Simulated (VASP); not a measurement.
# ScInTeSe (P4/mmm) in VASP: further runs, part 2 of 4

VASP 6.6.1. The steps go on from the part before.

### Step 3. Single point, PBE

Input file INCAR:

```
ALGO = Normal
EDIFF = 1E-6
ENCUT = 500
GGA = PE
GGA_COMPAT = F
ISIF = 2
ISMEAR = 0
LASPH = T
LCHARG = F
LREAL = F
LWAVE = F
NBANDS = 26
NELM = 120
PREC = Accurate
SIGMA = 0.15
```

Input file KPOINTS:

```
k-points
0
Gamma
  3 3 3
```

Input file POSCAR:

```
ScInTeSe
1.0
    4.2030286567      0.0000000000      0.0000000000
    0.0000000000      4.2030286567      0.0000000000
    0.0000000000      0.0000000000      5.9888464178
Sc In Te Se
1 1 1 1
Direct
    0.5000000000      0.5000000000      0.5000000000
    0.0000000000      0.0000000000      0.0000000000
    0.5000000000      0.5000000000      0.0000000000
    0.0000000000      0.0000000000      0.5000000000
```

Potentials or basis: VASP PAW PBE potentials, release 64 (Sc_sv, In_d, Te, Se).

Started as:

```bash
> cat potpaw_PBE.64/Sc_sv/POTCAR potpaw_PBE.64/In_d/POTCAR potpaw_PBE.64/Te/POTCAR potpaw_PBE.64/Se/POTCAR > POTCAR
> mpirun -np 1 vasp_std > vasp.out
```

OUTCAR:

```text
EDIFF = 1E-6
   ENCUT = 500
   GGA = PE
   ISIF = 2
   ISMEAR = 0
   LASPH = T
   LREAL = F
   NELM = 120
   PREC = Accurate

 ion  position               nearest neighbor table
   1  0.500  0.500  0.500-   4 2.97   4 2.97   4 2.97   4 2.97   3 2.99   3 2.99
   2  0.000  0.000  0.000-   3 2.97   3 2.97   3 2.97   3 2.97   4 2.99   4 2.99
   3  0.500  0.500  0.000-   2 2.97   2 2.97   2 2.97   2 2.97   1 2.99   1 2.99
   4  0.000  0.000  0.500-   1 2.97   1 2.97   1 2.97   1 2.97   2 2.99   2 2.99

  LATTYP: Found a simple tetragonal cell.
 ALAT       =     4.2030286567
 C/A-ratio  =     1.4248883143

  Lattice vectors:

 A1 = (   4.2030286567,   0.0000000000,   0.0000000000)
 A2 = (   0.0000000000,   4.2030286567,   0.0000000000)
 A3 = (   0.0000000000,   0.0000000000,   5.9888464178)

Analysis of symmetry for initial positions (statically):
=====================================================================
 Subroutine PRICEL returns:
 Original cell was already a primitive cell.

 Routine SETGRP: Setting up the symmetry group for a
 simple tetragonal supercell.

 Subroutine GETGRP returns: Found 16 space group operations
 (whereof 16 operations were pure point group operations)
 out of a pool of 16 trial point group operations.

The static configuration has the point symmetry D_4h.

Analysis of symmetry for dynamics (positions and initial velocities):
=====================================================================
 Subroutine PRICEL returns:
 Original cell was already a primitive cell.

 Routine SETGRP: Setting up the symmetry group for a
 simple tetragonal supercell.

 Subroutine GETGRP returns: Found 16 space group operations
 (whereof 16 operations were pure point group operations)
 out of a pool of 16 trial point group operations.

The dynamic configuration has the point symmetry D_4h.

 Subroutine INISYM returns: Found 16 space group operations
 (whereof 16 operations are pure point group operations),
 and found     1 'primitive' translations

----------------------------------------------------------------------------------------

                                     Primitive cell

  volume of cell :     105.7957

  direct lattice vectors                    reciprocal lattice vectors
     4.203028657  0.000000000  0.000000000     0.237923669  0.000000000  0.000000000
     0.000000000  4.203028657  0.000000000     0.000000000  0.237923669  0.000000000
     0.000000000  0.000000000  5.988846418     0.000000000  0.000000000  0.166977065

  length of vectors
     4.203028657  4.203028657  5.988846418     0.237923669  0.237923669  0.166977065

  position of ions in fractional coordinates (direct lattice)
     0.500000000  0.500000000  0.500000000
     0.000000000  0.000000000  0.000000000
     0.500000000  0.500000000  0.000000000
     0.000000000  0.000000000  0.500000000

  ion indices of the primitive-cell ions
   primitive index   ion index
                 1           1
                 2           2
                 3           3
                 4           4

----------------------------------------------------------------------------------------

 KPOINTS: k-points

Automatic generation of k-mesh.
 Grid dimensions read from file:
 generate k-points for:    3    3    3

 Generating k-lattice:

  Cartesian coordinates                     Fractional coordinates (reciprocal lattice)
     0.079307890  0.000000000  0.000000000     0.333333333  0.000000000  0.000000000
     0.000000000  0.079307890  0.000000000     0.000000000  0.333333333  0.000000000
     0.000000000  0.000000000  0.055659022     0.000000000  0.000000000  0.333333333

  Length of vectors
     0.079307890  0.079307890  0.055659022

  Shift w.r.t. Gamma in fractional coordinates (k-lattice)
     0.000000000  0.000000000  0.000000000

 Subroutine IBZKPT returns following result:
 ===========================================

 Found      6 irreducible k-points:

 Following reciprocal coordinates:
            Coordinates               Weight
  0.000000  0.000000  0.000000      1.000000
  0.333333  0.000000  0.000000      4.000000
  0.333333  0.333333  0.000000      4.000000
  0.000000  0.000000  0.333333      2.000000
  0.333333  0.000000  0.333333      8.000000
  0.333333  0.333333  0.333333      8.000000
   k-points           NKPTS =      6   k-points in BZ     NKDIM =      6   number of bands    NBANDS=     26
   number of dos      NEDOS =    301   number of ions     NIONS =      4
   total plane-waves  NPLWV =  49152
   dimension x,y,z NGX =    32 NGY =   32 NGZ =   48
   dimension x,y,z NGXF=    64 NGYF=   64 NGZF=   96
   ions per type =               1   1   1   1
   NGX,Y,Z   is equivalent  to a cutoff of  12.66, 12.66, 13.32 a.u.
   NGXF,Y,Z  is equivalent  to a cutoff of  25.31, 25.31, 26.65 a.u.
 SYSTEM =  unknown system
   PREC   = accura    normal or accurate (medium, high low for compatibility)
   ISTART =      0    job   : 0-new  1-cont  2-samecut
   ICHARG =      2    charge: 1-file 2-atom 10-const
   ISPIN  =      1    spin polarized calculation?
   LNONCOLLINEAR =      F non collinear calculations
   LSORBIT =      F    spin-orbit coupling
   LASPH  =      T    aspherical Exc in radial PAW
   ENCUT  =  500.0 eV  36.75 Ry    6.06 a.u.   7.66  7.66 10.92*2*pi/ulx,y,z
   NELM   =    120;   NELMIN=  2; NELMDL= -5     # of ELM steps
   EDIFF  = 0.1E-05   stopping-criterion for ELM
   LREAL  =      F    real-space projection
   EDIFFG = 0.1E-04   stopping-criterion for IOM
   NSW    =      0    number of steps for IOM
   IBRION =     -1    ionic relax: 0-MD 1-quasi-New 2-CG
   NFREE  =      0    steps in history (QN), initial steepest desc. (CG)
   ISIF   =      2    stress and relaxation
   ISYM   =      2    0-nonsym 1-usesym 2-fastsym
   POTIM  = 0.5000    time-step for ionic-motion
   TEBEG  =    0.0;   TEEND  =   0.0 temperature during run
   PSTRESS=    0.0 pullay stress
   NELECT =      36.0000    total number of electrons
   NUPDOWN=      -1.0000    fix difference up-down
   EMIN   =  10.00;   EMAX   =-10.00  energy-range for DOS
   EFERMI =   0.00;   METHOD = LEGACY
   ISMEAR =     0;   SIGMA  =   0.15  broadening in eV -4-tet -1-fermi 0-gaus
   EFERMI_NEDOS =   21; number of points for ismear=-14 and -15
   IALGO  =     38    algorithm
   IMIX   =      4    mixing-type and parameters
     AMIX     =   0.40;   BMIX     =  1.00
     AMIX_MAG =   1.60;   BMIX_MAG =  1.00
  volume/ion in A,a.u.               =      26.45       178.49
  Fermi-wavevector in a.u.,A,eV,Ry     =   1.142930  2.159825 17.773147  1.306289
  Thomas-Fermi vector in A             =   2.279627
   LORBIT       =      0    0 simple, 1 ext, 2 COOP (PROOUT), +10 PAW based schemes
   GGA     = PE    functional components
   LHFCALC =     F    Hartree Fock is set to
   AEXX    =    0.0000 exact exchange contribution
   IVDW    =     0    specifies the selected vdW correction
   LEPSILON=     F    determine dielectric tensor
   LRPA    =     F    only Hartree local field effects (RPA)
 non-spin polarized calculation
 Gauss-broadening in eV      SIGMA  =   0.15
  energy-cutoff  :      500.00
  volume of cell :      105.80
 maximum number of plane-waves:      2709
 NGX is ok and might be reduce to    30
   NGX = 15   NGY = 15   NGZ = 21

 number of electron      36.0000006 magnetization

 Free energy of the ion-electron system (eV)
  ---------------------------------------------------
  ext. energy  EPLUGINS =         0.00000000
  ---------------------------------------------------
  free energy    TOTEN  =       -18.64120948 eV

  energy without entropy =      -18.60448532  energy(sigma->0) =      -18.62284740

 E-fermi :   6.2444     XC(G=0):  -9.7074

 val. band max:        6.2141388590   @ k =   0.3333   0.0000   0.3333
 cond. band min:       6.3618356820   @ k =   0.3333   0.0000   0.0000
 fundamental gap:      0.1476968230
 Fermi energy:         6.2443742892

 k-point     1 :       0.0000    0.0000    0.0000
  band No.  band energies     occupation
      1     -44.8013      2.00000
      2     -23.4108      2.00000
      3     -23.4108      2.00000
      4     -23.3854      2.00000
      5      -8.6263      2.00000
      6      -8.4365      2.00000
[... 18 lines left out ...]
     25       9.9767      0.00000
     26      12.5960      0.00000
[... 122 lines left out ...]
      4     -23.3836      2.00000
      5      -8.6100      2.00000
      6      -8.4663      2.00000
[... 18 lines left out ...]
     25      10.0739      0.00000
     26      11.0922      0.00000

------------------------ aborting loop because EDIFF is reached ----------------------------------------

  FORCE on cell =-STRESS in cart. coord.  units (eV):
  Direction    XX          YY          ZZ          XY          YZ          ZX
  --------------------------------------------------------------------------------------
  -------------------------------------------------------------------------------------
  Total       -0.1099839     -0.1099839      0.0586726      0.0000000      0.0000000      0.0000000
  in kB       -1.6656039     -1.6656039      0.8885426      0.0000000      0.0000000      0.0000000
  external PRESSURE =      -0.8142218 kB  Pullay stress =       0.0000000 kB

 VOLUME and BASIS-vectors are now :
 -----------------------------------------------------------------------------
  energy-cutoff  :      500.00
  volume of cell :      105.80
      direct lattice vectors                 reciprocal lattice vectors
     4.203028657  0.000000000  0.000000000     0.237923669  0.000000000  0.000000000
     0.000000000  4.203028657  0.000000000     0.000000000  0.237923669  0.000000000
     0.000000000  0.000000000  5.988846418     0.000000000  0.000000000  0.166977065

 POSITION                                       TOTAL-FORCE (eV/Angst)
 -----------------------------------------------------------------------------------
      2.10151      2.10151      2.99442         0.000000      0.000000      0.000000
      0.00000      0.00000      0.00000         0.000000      0.000000      0.000000
      2.10151      2.10151      0.00000         0.000000      0.000000      0.000000
      0.00000      0.00000      2.99442         0.000000      0.000000      0.000000
 -----------------------------------------------------------------------------------
    total drift:                                0.000000      0.000000     -0.000000

  FREE ENERGIE OF THE ION-ELECTRON SYSTEM (eV)
  ---------------------------------------------------
  free  energy   TOTEN  =       -18.6412094775 eV

  energy  without entropy=      -18.6044853187  energy(sigma->0) =      -18.62284740
```

OSZICAR:

```text
N       E                     dE             d eps       ncg     rms          rms(c)
DAV:   1     0.391481818482E+03    0.39148E+03   -0.16142E+04   312   0.142E+03
DAV:   2     0.196011558869E+02   -0.37188E+03   -0.36459E+03   312   0.426E+02
DAV:   3    -0.188972317723E+02   -0.38498E+02   -0.37370E+02   426   0.146E+02
DAV:   4    -0.208670366476E+02   -0.19698E+01   -0.19622E+01   440   0.342E+01
DAV:   5    -0.209374523732E+02   -0.70416E-01   -0.70376E-01   494   0.676E+00    0.109E+01
DAV:   6    -0.187700610474E+02    0.21674E+01   -0.96056E+00   432   0.185E+01    0.362E+00
DAV:   7    -0.186778286230E+02    0.92232E-01   -0.16561E+00   440   0.985E+00    0.256E+00
DAV:   8    -0.186522435735E+02    0.25585E-01   -0.31402E-01   470   0.426E+00    0.862E-01
DAV:   9    -0.186410839736E+02    0.11160E-01   -0.71946E-02   436   0.186E+00    0.220E-01
DAV:  10    -0.186411351124E+02   -0.51139E-04   -0.34622E-03   396   0.524E-01    0.113E-01
DAV:  11    -0.186412000540E+02   -0.64942E-04   -0.31241E-04   414   0.135E-01    0.481E-02
DAV:  12    -0.186412075690E+02   -0.75150E-05   -0.68603E-05   488   0.629E-02    0.150E-02
DAV:  13    -0.186412096674E+02   -0.20984E-05   -0.59389E-06   320   0.213E-02    0.424E-03
DAV:  14    -0.186412094775E+02    0.18992E-06   -0.73877E-07   186   0.110E-02
   1 F= -.18641209E+02 E0= -.18622847E+02  d E =-.367242E-01
```

stdout:

```text
POSCAR found type information on POSCAR ScInTeSe
 POSCAR found :  4 types and       4 ions
 scaLAPACK will be used
 LDA part: xc-table for (Slater+PW92), standard interpolation
 POSCAR, INCAR and KPOINTS ok, starting setup
 FFT: planning ... GRIDC
 FFT: planning ... GRID_SOFT
 FFT: planning ... GRID
 WAVECAR not read
 entering main loop
```

Wall time 43 s (1 thread of Intel Xeon 8259CL, shared host); peak memory 0.22 GiB.

What came out:

* Free energy: -18.6412 eV
* Pressure: -0.1 GPa
* Band gap on the k mesh: zero (band 18 reaches 6.36 eV, above the bottom of band 19 at 5.64 eV)

Levels at points of the mesh, in eV from the Fermi level:
| k point | band 15 | band 16 | band 17 | band 18 | band 19 | band 20 | band 21 | band 22 |
| --- | --- | --- | --- | --- | --- | --- | --- | --- |
| (0.00, 0.00, 0.00) | -2.95 | -2.02 | -2.02 | -1.82 | -0.61 | 0.48 | 0.50 | 0.50 |

Caveat: the k points lie up to 0.50 Å⁻¹ apart; spin-orbit coupling is left out, which moves the levels of the heavy elements.

[end of part 2 of 4]
